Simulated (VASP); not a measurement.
Set up this calculation in VASP 6.6.1, as the native input.

```
Task                   : single point
Functional             : PBE
Potentials or basis    : VASP PAW PBE potentials, release 64 (Sr_sv, Cl)
Cutoff                 : 520 eV
k mesh                 : 7 × 7 × 7
Occupations            : fermi-dirac, width 0.05 eV
Spin                   : no spin polarisation
Dipole correction      : no
Further INCAR settings : ALGO = Normal; EDIFF = 1e-06; NBANDS = 19
```

The structure of SrCl2 lies in POSCAR:

```
SrCl2
1.0
    0.0000000000      3.4883500000      3.4883500000
    3.4883500000      0.0000000000      3.4883500000
    3.4883500000      3.4883500000      0.0000000000
Sr Cl
1 2
Direct
    0.0000000000      0.0000000000      0.0000000000
    0.7500000000      0.7500000000      0.7500000000
    0.2500000000      0.2500000000      0.2500000000
```

The input as run:

INCAR

```
SYSTEM = SrCl2
  PREC = Accurate
  ENCUT = 520
  EDIFF = 1E-6
  ISMEAR = -1
  SIGMA = 0.05
  LREAL = .FALSE.
  LASPH = .TRUE.
  NELM = 60
  ALGO = Normal
  ISIF = 2
  LWAVE = .FALSE.
  LCHARG = .FALSE.
  GGA = PE
  NBANDS = 19
```

KPOINTS

```
Automatic mesh
0
G
  7 7 7
  0 0 0
```

Potentials or basis: VASP PAW PBE potentials, release 64 (Sr_sv, Cl).

Launch:

```console
$ cat potpaw_PBE.64/Sr_sv/POTCAR potpaw_PBE.64/Cl/POTCAR > POTCAR
$ mpirun -np 1 vasp_std > vasp.out
```

It gave:

```
Pressure               : 1.1 GPa
Band gap on the k mesh : 5.37 eV, indirect (least direct gap 5.68 eV)
```

It took 22 s on 1 thread of AMD EPYC 9R45 96-Core Processor (Zen 5), with other jobs on the host, peak memory 0.2 GiB.
